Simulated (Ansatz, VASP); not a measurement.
# TiAu: VASP beside Ansatz

INCAR

```
ALGO = Fast ; EDIFF = 1E-6
EDIFFG = -0.001 ; ENCUT = 600
GGA = CA ; IBRION = 2
ISIF = 3 ; ISMEAR = -1
LASPH = True ; LCHARG = False
LREAL = False ; LWAVE = False
NELM = 60 ; NSW = 80
PREC = Accurate ; SIGMA = 0.15
```

Contents of KPOINTS:

```
k-points
0
Gamma
  14 14 14
```

File POSCAR:

```
TiAu
1.0
    3.1885870440      0.0000000000      0.0000000000
    0.0000000000      3.1885870440      0.0000000000
    0.0000000000      0.0000000000      3.1885870440
Ti Au
1 1
Direct
    0.5000000000      0.5000000000      0.5000000000
    0.0000000000      0.0000000000      0.0000000000
```

Input for Ansatz:

```yaml
crystal:
  lattice:
    - [3.188587044, 0.0, 0.0]
    - [0.0, 3.188587044, 0.0]
    - [0.0, 0.0, 3.188587044]
  atoms:
    - { symbol: Ti, position: [0.5, 0.5, 0.5] }
    - { symbol: Au, position: [0.0, 0.0, 0.0] }
basis:
  ecutwfc: 420
kpoints:
  mp_grid: { grid: [14, 14, 14] }
hamiltonian:
  xc: lda
scf:
  occupations: { method: fermi_dirac, width: 0.15 }
output:
  forces: true
  stress: true
  eigenvalues: true
relax:
  adjacent_minimum: "off"
  f_tol: 0.001
  max_steps: 60
  cell: { stress_tol: 0.01 }
```

Alike in both runs: task relaxation of cell and atoms; functional LDA; k mesh 14 × 14 × 14; occupations fermi-dirac, width 0.15 eV; no spin polarisation.

|  | VASP | Ansatz |
| --- | --- | --- |
| version | VASP 6.6.1 | Ansatz 0.2.0 |
| potentials or method | VASP PAW LDA potentials, release 64 (Ti_sv, Au), cutoff 600 eV | scalar-relativistic, plane waves, PAW |
| valence electrons in the cell | 23 | 31 |

Ansatz gave:

| Item | Value |
| --- | --- |
| gap on the k mesh at the Fermi level, each at its own relaxed structure (eV) | none |
| relaxed volume (Å³/atom) | 16.26 |
| relaxed length of the cell vector where the two differ most in proportion (Å) | 3.192 |

Estimate VASP's values.

gap on the k mesh at the Fermi level, each at its own relaxed structure (eV): none; relaxed volume (Å³/atom): 16.30; relaxed length of the cell vector where the two differ most in proportion (Å): 3.194.

LDA's correlation is that of Perdew and Zunger in VASP and of Perdew and Wang (1992) in Ansatz. A gap of «none» marks a metal or a gap that the smearing closes. VASP's potentials hold 23 valence electrons a cell and Ansatz's 31, so a difference there can come from the potentials and not from the codes.

Spin-orbit coupling is off throughout.
